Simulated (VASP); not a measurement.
Set up this calculation in VASP 6.6.1, as the native input.

* Task: single point
* Functional: PBE
* Dispersion: D3(BJ)
* Potentials or basis: VASP PAW PBE potentials, release 64 (Se, Pt)
* Cutoff: 520 eV
* k mesh: 9 × 9 × 1
* Occupations: gaussian, width 0.05 eV
* Spin: no spin polarisation
* Dipole correction: yes
* Further INCAR settings: ALGO = Normal; EDIFF = 1e-06; NBANDS = 31

The structure of PtSe2 lies in POSCAR:

```
PtSe2
1.0
    3.7070357954      0.0000000000      0.0000000000
   -1.8535178977      3.2103871715      0.0000000000
    0.0000000000      0.0000000000     22.7981616618
Se Pt
4 2
Direct
    0.6666666667      0.3333333333      0.1973843359
    0.3333333333      0.6666666667      0.3135814605
    0.8333333333      1.0000000000      0.4741207204
    0.5000000000      1.3333333333      0.5903178450
    0.0000000000      0.0000000000      0.2554828982
    0.1666666667      0.6666666667      0.5322192827
```

This cell differs from its parent crystal: layers slid over each other.

One way to write it, as run:

INCAR

```
SYSTEM = PtSe2
PREC = Accurate
ENCUT = 520
EDIFF = 1E-6
ISMEAR = 0
SIGMA = 0.05
LREAL = .FALSE.
LASPH = .TRUE.
NELM = 80
ALGO = Normal
ISIF = 2
LWAVE = .FALSE.
LCHARG = .TRUE.
LDIPOL = .TRUE.
IDIPOL = 3
DIPOL = 0.5 0.5 0.394
GGA = PE
IVDW = 12
LELF = .TRUE.
LVHAR = .TRUE.
LVACPOTAV = .TRUE.
NBANDS = 31
```

KPOINTS

```
regular mesh
0
G
  9 9 1
  0 0 0
```

Potentials or basis: VASP PAW PBE potentials, release 64 (Se, Pt).

Launch:

```console
$ cat potpaw_PBE.64/Se/POTCAR potpaw_PBE.64/Pt/POTCAR > POTCAR
$ mpirun -np 1 vasp_std > vasp.out
```

Results of the run:

```
Largest force              : 0.080 eV/Å
Band gap on the k mesh     : 1.06 eV (least direct gap 1.23 eV)
Dispersion energy per atom : -0.340 eV
```

Caveat: the cell differs from its parent crystal (layers slid over each other); spin-orbit coupling is left out, which moves the levels of the heavy elements.

It took 8.7 min on 1 thread of Intel(R) Xeon(R) Platinum 8259CL CPU @ 2.50GHz (Skylake/Cascade Lake) (shared host), peak memory 0.56 GiB.
